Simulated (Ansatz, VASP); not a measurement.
**SnO: VASP beside Ansatz**

INCAR

```
SYSTEM = SnO
PREC = Accurate ; ENCUT = 600
EDIFF = 1E-6 ; ISMEAR = 0
SIGMA = 0.1 ; LREAL = .FALSE.
LASPH = .TRUE. ; NELM = 80
ALGO = Normal ; ISIF = 3
LWAVE = .FALSE. ; LCHARG = .FALSE.
GGA = PE ; IBRION = 2
NSW = 90 ; EDIFFG = -0.04
```

Contents of KPOINTS:

```
regular mesh
0
G
  6 6 6
  0 0 0
```

The input POSCAR:

```
SnO
1.0
    3.3219574200      0.0000000000      0.0000000000
    0.0000000000      3.3219574200      0.0000000000
    0.0000000000      0.0000000000      3.3219574200
Sn O
1 1
Direct
    0.5000000000      0.5000000000      0.5000000000
    0.0000000000      0.0000000000      0.0000000000
```

Input for Ansatz:

```yaml
crystal:
  lattice:
    - [3.32195742, 0.0, 0.0]
    - [0.0, 3.32195742, 0.0]
    - [0.0, 0.0, 3.32195742]
  atoms:
    - { symbol: Sn, position: [0.5, 0.5, 0.5] }
    - { symbol: O, position: [0.0, 0.0, 0.0] }
basis:
  ecutwfc: 420
kpoints:
  mp_grid: { grid: [6, 6, 6] }
hamiltonian:
  xc: pbe
scf:
  occupations: { method: gaussian, width: 0.1 }
  lower_state_search: "off"
output:
  forces: true
  stress: true
  eigenvalues: true
relax:
  adjacent_minimum: "off"
  f_tol: 0.04
  max_steps: 70
  cell: { stress_tol: 0.4 }
```

Change from the starting cell: species swapped into the TmAu type (Pm-3m, No. 221).

Alike in both runs: task relaxation of cell and atoms; functional PBE; k mesh 6 × 6 × 6; occupations gaussian, width 0.1 eV; no spin polarisation.

```csv
,VASP,Ansatz
version,VASP 6.6.1,Ansatz 0.2.0
potentials or method,"VASP PAW PBE potentials, release 64 (Sn_d, O), cutoff 600 eV","scalar-relativistic, plane waves, PAW"
valence electrons in the cell,20,20
```

|  | VASP | Ansatz | Ansatz less VASP |
| --- | --- | --- | --- |
| gap on the k mesh at the Fermi level, each at its own relaxed structure (eV) | 0.29 | 0.30 | +0.008 |
| relaxed volume (Å³/atom) | 15.38 | 15.41 | +0.025 |
| relaxed cell length with the largest relative difference (Å) | 3.133 | 3.135 | +0.0017 |

Noted on VASP's run: the volume moved by over 15 % at a fixed basis, so the end points are rough.
